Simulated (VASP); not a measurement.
Input of a VASP 6.6.1 run:

File INCAR:

```
ALGO = Normal
EDIFF = 1E-6
ENCUT = 520
GGA = PS
ISIF = 2
ISMEAR = 0
LASPH = True
LCHARG = False
LREAL = False
LWAVE = False
NBANDS = 16
NELM = 80
PREC = Accurate
SIGMA = 0.15
```

File KPOINTS:

```
k-points
0
Gamma
  14 14 14
```

File POSCAR:

```
CuI
1.0
    0.0000000000      3.1482979000      2.8620890000
    2.8620890000      0.0000000000      2.8620890000
    2.8620890000      3.1482979000      0.0000000000
Cu I
1 1
Direct
    0.0000000000      0.0000000000      0.0000000000
    0.5000000000      0.5000000000      0.5000000000
```

Potentials or basis: VASP PAW PBE potentials, release 64 (Cu, I).

Launch:

```bash
$ cat potpaw_PBE.64/Cu/POTCAR potpaw_PBE.64/I/POTCAR > POTCAR
$ mpirun -np 1 vasp_std > vasp.out
```

(1) Predict the band gap on the k mesh.

(2) Estimate the pressure.

Results:

(1) zero (band 9 reaches 5.11 eV, above the bottom of band 10 at 4.49 eV).

(2) -5.6 GPa.

Caveat: the cell differs from its parent crystal (strain +0.1000 x Voigt [0, 1, 0, 0, 0, 0]); the PAW data sets were made with another functional, which shifts forces and pressure a little; spin-orbit coupling is left out, which moves the levels of the heavy elements; semilocal functionals often make such compounds metallic where correlation or magnetic order opens a gap, which also shifts bond lengths.
